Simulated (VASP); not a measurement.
Ge, 2 atoms in the cell. It takes space group P6_3/mmc (No. 194, hexagonal). Conventional cell: a = 2.905 Å, b = 2.905 Å, c = 4.760 Å, α = 90.00°, β = 90.00°, γ = 120.00°. Within 3.8 Å of Ge (site symmetry -6m2) lie 12 Ge at 2.91 Å. This isn't the form of Ge at room conditions, which is diamond.

| Property | Result |
| --- | --- |
| Program | VASP 6.6.1 |
| Task | single point |
| Functional | PBEsol |
| Potentials or basis | VASP PAW PBE potentials, release 64 (Ge_d) |
| Cutoff | 520 eV |
| k mesh | 16 × 16 × 9 |
| Occupations | fermi-dirac, width 0.08 eV |
| Spin | no spin polarisation |
| Dipole correction | no |
| Further INCAR settings | ALGO = Normal; EDIFF = 1e-06; NBANDS = 21 |

Potentials or basis: VASP PAW PBE potentials, release 64 (Ge_d).

Launch:

```console
$ cat potpaw_PBE.64/Ge_d/POTCAR > POTCAR
$ mpirun -np 1 vasp_std > vasp.out
```

Hardware: 1 thread of Intel(R) Xeon(R) 6975P-C (Granite Rapids), with other jobs on the host.

How long does it take, and how much memory?

It took 30 s on 1 thread of Intel(R) Xeon(R) 6975P-C (Granite Rapids), with other jobs on the host, peak memory 0.21 GiB. Counts: scf iterations 11, k points 150.
